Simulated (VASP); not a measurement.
# Tl (Pm-3m) in VASP: a series of runs

Runs on Tl. Level: PBE. Tasks: single point, relaxation of cell and atoms.

Everything below comes from runs of VASP 6.6.1. Logs are shortened: lines on timing, memory, paths and dates and some standing lists are left out, and cuts for length are marked.

### 1 The cell of the first run

The structure is cubic, space group Pm-3m (No. 221). The conventional cell has a = 3.139 Å, b = 3.139 Å, c = 3.139 Å, α = 90.00°, β = 90.00°, γ = 90.00°. Within 4.1 Å of Tl (site symmetry m-3m) lie 6 Tl at 3.14 Å.

### 2 Single point, PBE (volume scaled by 0.9)

File INCAR:

```
SYSTEM = Tl
PREC = Accurate
ENCUT = 520
EDIFF = 1E-6
ISMEAR = -1
SIGMA = 0.08
LREAL = .False.
LASPH = .True.
NELM = 80
ALGO = Normal
ISIF = 2
LWAVE = .False.
LCHARG = .False.
GGA = PE
NBANDS = 12
```

File KPOINTS:

```
Automatic mesh
0
Gamma
  12 12 12
  0 0 0
```

File POSCAR:

```
Tl
1.0
    3.1393884660      0.0000000000      0.0000000000
    0.0000000000      3.1393884660      0.0000000000
    0.0000000000      0.0000000000      3.1393884660
Tl
1
Direct
    0.0000000000      0.0000000000      0.0000000000
```

Potentials or basis: VASP PAW PBE potentials, release 64 (Tl_d).

Started as:

```sh
> cat potpaw_PBE.64/Tl_d/POTCAR > POTCAR
> mpirun -np 1 vasp_std > vasp.out
```

OUTCAR:

```text
SYSTEM = Tl
   PREC = Accurate
   ENCUT = 520
   EDIFF = 1E-6
   ISMEAR = -1
   LREAL = .False.
   LASPH = .True.
   NELM = 80
   ISIF = 2
   GGA = PE

 ion  position               nearest neighbor table
   1  0.000  0.000  0.000-

  LATTYP: Found a simple cubic cell.
 ALAT       =     3.1393884660

  Lattice vectors:

 A1 = (   3.1393884660,   0.0000000000,   0.0000000000)
 A2 = (   0.0000000000,   3.1393884660,   0.0000000000)
 A3 = (   0.0000000000,   0.0000000000,   3.1393884660)

Analysis of symmetry for initial positions (statically):
=====================================================================
 Subroutine PRICEL returns:
 Original cell was already a primitive cell.

 Routine SETGRP: Setting up the symmetry group for a
 simple cubic supercell.

 Subroutine GETGRP returns: Found 48 space group operations
 (whereof 48 operations were pure point group operations)
 out of a pool of 48 trial point group operations.

The static configuration has the point symmetry O_h .

Analysis of symmetry for dynamics (positions and initial velocities):
=====================================================================
 Subroutine PRICEL returns:
 Original cell was already a primitive cell.

 Routine SETGRP: Setting up the symmetry group for a
 simple cubic supercell.

 Subroutine GETGRP returns: Found 48 space group operations
 (whereof 48 operations were pure point group operations)
 out of a pool of 48 trial point group operations.

The dynamic configuration has the point symmetry O_h .

 Subroutine INISYM returns: Found 48 space group operations
 (whereof 48 operations are pure point group operations),
 and found     1 'primitive' translations

----------------------------------------------------------------------------------------

                                     Primitive cell

  volume of cell :      30.9411

  direct lattice vectors                    reciprocal lattice vectors
     3.139388466  0.000000000  0.000000000     0.318533374  0.000000000  0.000000000
     0.000000000  3.139388466  0.000000000     0.000000000  0.318533374  0.000000000
     0.000000000  0.000000000  3.139388466     0.000000000  0.000000000  0.318533374

  length of vectors
     3.139388466  3.139388466  3.139388466     0.318533374  0.318533374  0.318533374

  position of ions in fractional coordinates (direct lattice)
     0.000000000  0.000000000  0.000000000

  ion indices of the primitive-cell ions
   primitive index   ion index
                 1           1

----------------------------------------------------------------------------------------

 KPOINTS: Automatic mesh

Automatic generation of k-mesh.
 Grid dimensions read from file:
 generate k-points for:   12   12   12

 Generating k-lattice:

  Cartesian coordinates                     Fractional coordinates (reciprocal lattice)
     0.026544448  0.000000000  0.000000000     0.083333333  0.000000000  0.000000000
     0.000000000  0.026544448  0.000000000     0.000000000  0.083333333  0.000000000
     0.000000000  0.000000000  0.026544448     0.000000000  0.000000000  0.083333333

  Length of vectors
     0.026544448  0.026544448  0.026544448

  Shift w.r.t. Gamma in fractional coordinates (k-lattice)
     0.000000000  0.000000000  0.000000000

 Subroutine IBZKPT returns following result:
 ===========================================

 Found     84 irreducible k-points:

 Following reciprocal coordinates:
            Coordinates               Weight
  0.000000  0.000000  0.000000      1.000000
  0.083333  0.000000  0.000000      6.000000
  0.166667  0.000000  0.000000      6.000000
  0.250000  0.000000  0.000000      6.000000
  0.333333  0.000000  0.000000      6.000000
  0.416667  0.000000  0.000000      6.000000
[... 16 lines left out ...]
  0.333333  0.333333  0.000000     12.000000
  0.416667  0.333333  0.000000     24.000000
 [... further k-points ...]
   k-points           NKPTS =     84   k-points in BZ     NKDIM =     84   number of bands    NBANDS=     12
   number of dos      NEDOS =    301   number of ions     NIONS =      1
   total plane-waves  NPLWV =  13824
   dimension x,y,z NGX =    24 NGY =   24 NGZ =   24
   dimension x,y,z NGXF=    48 NGYF=   48 NGZF=   48
   ions per type =               1
   NGX,Y,Z   is equivalent  to a cutoff of  12.71, 12.71, 12.71 a.u.
   NGXF,Y,Z  is equivalent  to a cutoff of  25.42, 25.42, 25.42 a.u.
 SYSTEM =  Tl
   PREC   = accura    normal or accurate (medium, high low for compatibility)
   ISTART =      0    job   : 0-new  1-cont  2-samecut
   ICHARG =      2    charge: 1-file 2-atom 10-const
   ISPIN  =      1    spin polarized calculation?
   LNONCOLLINEAR =      F non collinear calculations
   LSORBIT =      F    spin-orbit coupling
   LASPH  =      T    aspherical Exc in radial PAW
   ENCUT  =  520.0 eV  38.22 Ry    6.18 a.u.   5.84  5.84  5.84*2*pi/ulx,y,z
   NELM   =     80;   NELMIN=  2; NELMDL= -5     # of ELM steps
   EDIFF  = 0.1E-05   stopping-criterion for ELM
   LREAL  =      F    real-space projection
   EDIFFG = 0.1E-04   stopping-criterion for IOM
   NSW    =      0    number of steps for IOM
   IBRION =     -1    ionic relax: 0-MD 1-quasi-New 2-CG
   NFREE  =      0    steps in history (QN), initial steepest desc. (CG)
   ISIF   =      2    stress and relaxation
   ISYM   =      2    0-nonsym 1-usesym 2-fastsym
   POTIM  = 0.5000    time-step for ionic-motion
   TEBEG  =    0.0;   TEEND  =   0.0 temperature during run
   PSTRESS=    0.0 pullay stress
   NELECT =      13.0000    total number of electrons
   NUPDOWN=      -1.0000    fix difference up-down
   EMIN   =  10.00;   EMAX   =-10.00  energy-range for DOS
   EFERMI =   0.00;   METHOD = LEGACY
   ISMEAR =    -1;   SIGMA  =   0.08  broadening in eV -4-tet -1-fermi 0-gaus
   EFERMI_NEDOS =   21; number of points for ismear=-14 and -15
   IALGO  =     38    algorithm
   IMIX   =      4    mixing-type and parameters
     AMIX     =   0.40;   BMIX     =  1.00
     AMIX_MAG =   1.60;   BMIX_MAG =  1.00
  volume/ion in A,a.u.               =      30.94       208.80
  Fermi-wavevector in a.u.,A,eV,Ry     =   1.226152  2.317091 20.455654  1.503448
  Thomas-Fermi vector in A             =   2.361163
   LORBIT       =      0    0 simple, 1 ext, 2 COOP (PROOUT), +10 PAW based schemes
   GGA     = PE    functional components
[... 5 lines left out ...]
 non-spin polarized calculation
  energy-cutoff  :      520.00
  volume of cell :       30.94
 maximum number of plane-waves:       856
 NGX is ok and might be reduce to    24
   NGX = 11   NGY = 11   NGZ = 11

 number of electron      12.9999996 magnetization

 Free energy of the ion-electron system (eV)
  ---------------------------------------------------
  ext. energy  EPLUGINS =         0.00000000
  ---------------------------------------------------
  free energy    TOTEN  =        -2.06588581 eV

  energy without entropy =       -2.05561800  energy(sigma->0) =       -2.06075190

 E-fermi :   5.8312     XC(G=0):  -9.7166

 val. band max:        5.8047275132   @ k =   0.5000   0.5000   0.1667
 cond. band min:       6.0569034429   @ k =   0.4167   0.4167   0.0000
 fundamental gap:      0.2521759297
 Fermi energy:         5.8311529201

 k-point     1 :       0.0000    0.0000    0.0000
  band No.  band energies     occupation
      1      -6.4954      2.00000
      2      -6.4954      2.00000
      3      -5.3795      2.00000
      4      -5.3795      2.00000
      5      -5.3795      2.00000
      6      -4.0390      2.00000
      7      12.7735      0.00000
      8      12.7735      0.00000
      9      12.7735      0.00000
     10      15.7831      0.00000
     11      17.4137      0.00000
     12      17.4137      0.00000

 k-point     2 :       0.0833    0.0000    0.0000
  band No.  band energies     occupation
      1      -6.4903      2.00000
      2      -6.4469      2.00000
      3      -5.4018      2.00000
      4      -5.4018      2.00000
      5      -5.3776      2.00000
      6      -3.9251      2.00000
      7      11.4699      0.00000
      8      12.9153      0.00000
      9      12.9153      0.00000
     10      16.2480      0.00000
     11      17.4279      0.00000
     12      18.4449      0.00000

 k-point     3 :       0.1667    0.0000    0.0000
  band No.  band energies     occupation
      1      -6.4763      2.00000
      2      -6.3216      2.00000
      3      -5.4623      2.00000
      4      -5.4623      2.00000
      5      -5.3725      2.00000
      6      -3.5731      2.00000
      7       9.3106      0.00000
      8      13.3249      0.00000
      9      13.3249      0.00000
     10      16.5684      0.00000
     11      17.4696      0.00000
     12      20.8563      0.00000
[... 286 lines left out ...]
 k-point    23 :       0.3333    0.3333    0.0000
  band No.  band energies     occupation
      1      -6.2156      2.00000
      2      -5.9877      2.00000
      3      -5.5967      2.00000
      4      -5.5876      2.00000
      5      -5.4853      2.00000
      6      -0.4267      2.00000
      7       6.6396      0.00008
      8       7.1221      0.00000
      9      13.7678      0.00000
     10      16.8230      0.00000
     11      18.5740      0.00000
     12      21.1536      0.00000

 k-point    24 :       0.4167    0.3333    0.0000
  band No.  band energies     occupation
      1      -6.1893      2.00000
      2      -6.0688      2.00000
      3      -5.6473      2.00000
      4      -5.5845      2.00000
      5      -5.3385      2.00000
      6       0.4458      2.00000
      7       5.1886      1.99935
      8       7.5969      0.00000
      9      12.5422      0.00000
     10      17.6289      0.00000
     11      19.0276      0.00000
     12      20.6425      0.00000

 [... further k-points ...]
[... 5 lines left out ...]
  --------------------------------------------------------------------------------------
  -------------------------------------------------------------------------------------
  Total        0.5742757      0.5742757      0.5742757      0.0000000     -0.0000000      0.0000000
  in kB       29.7369096     29.7369096     29.7369096      0.0000000     -0.0000000      0.0000000
  external PRESSURE =      29.7369096 kB  Pullay stress =       0.0000000 kB

 VOLUME and BASIS-vectors are now :
 -----------------------------------------------------------------------------
  energy-cutoff  :      520.00
  volume of cell :       30.94
      direct lattice vectors                 reciprocal lattice vectors
     3.139388466  0.000000000  0.000000000     0.318533374  0.000000000  0.000000000
     0.000000000  3.139388466  0.000000000     0.000000000  0.318533374  0.000000000
     0.000000000  0.000000000  3.139388466     0.000000000  0.000000000  0.318533374

 POSITION                                       TOTAL-FORCE (eV/Angst)
 -----------------------------------------------------------------------------------
      0.00000      0.00000      0.00000         0.000000      0.000000      0.000000
 -----------------------------------------------------------------------------------
    total drift:                                0.000000     -0.000000      0.000000

  FREE ENERGIE OF THE ION-ELECTRON SYSTEM (eV)
  ---------------------------------------------------
  free  energy   TOTEN  =        -2.0658858068 eV

  energy  without entropy=       -2.0556180007  energy(sigma->0) =       -2.06075190
```

It took 7 s on 1 thread of Intel Xeon 6975P-C (Granite Rapids), shared host; peak memory 0.15 GiB.

What came out:

| Property | Result |
| --- | --- |
| Free energy | -2.0659 eV |
| Pressure | 3.0 GPa |

Caveat: the cell differs from its parent crystal (volume scaled by 0.9); spin-orbit coupling is left out, which moves the levels of the heavy elements.

### 3 Single point, PBE

This run uses another cell than the first one, of 34.38 Å³/atom, 1.111 times its volume.

File INCAR:

```
SYSTEM = Tl
  PREC = Accurate
  ENCUT = 520
  EDIFF = 1E-6
  ISMEAR = -1
  SIGMA = 0.08
  LREAL = .False.
  LASPH = .True.
  NELM = 80
  ALGO = Normal
  ISIF = 2
  LWAVE = .False.
  LCHARG = .False.
  GGA = PE
  NBANDS = 12
```

KPOINTS is that of step 2.

File POSCAR:

```
Tl
1.0
    3.2516032968      0.0000000000      0.0000000000
    0.0000000000      3.2516032968      0.0000000000
    0.0000000000      0.0000000000      3.2516032968
Tl
1
Direct
    0.0000000000      0.0000000000      0.0000000000
```

Potentials or basis: VASP PAW PBE potentials, release 64 (Tl_d).

Started as:

```sh
> cat potpaw_PBE.64/Tl_d/POTCAR > POTCAR
> mpirun -np 1 vasp_std > vasp.out
```

It took 6.6 s on 1 thread of Intel Xeon 6975P-C (Granite Rapids), shared host; peak memory 0.15 GiB.

It converged, with:

```
Free energy : -2.0955 eV
Pressure    : -0.1 GPa
```

Levels at points of the mesh, in eV from the Fermi level:
| k point | band 2 | band 3 | band 4 | band 5 | band 6 | band 7 | band 8 | band 9 | band 10 | band 11 |
| --- | --- | --- | --- | --- | --- | --- | --- | --- | --- | --- |
| (0.00, 0.00, 0.00) | -12.13 | -11.26 | -11.26 | -11.26 | -9.30 | 6.42 | 6.42 | 6.42 | 9.05 | 10.77 |
| (0.50, 0.00, 0.00) | -11.62 | -11.51 | -11.51 | -11.24 | -6.42 | -2.76 | 8.98 | 8.98 | 11.49 | 11.57 |
| (0.50, 0.50, 0.00) | -11.84 | -11.48 | -11.48 | -11.00 | -3.84 | -0.42 | -0.42 | 4.49 | 11.92 | 13.73 |
| (0.50, 0.50, 0.50) | -11.83 | -11.83 | -10.99 | -10.99 | -1.20 | 1.85 | 1.85 | 1.85 | 7.03 | 7.57 |

Caveat: spin-orbit coupling is left out, which moves the levels of the heavy elements.

(Continued in part 2 of 2.)
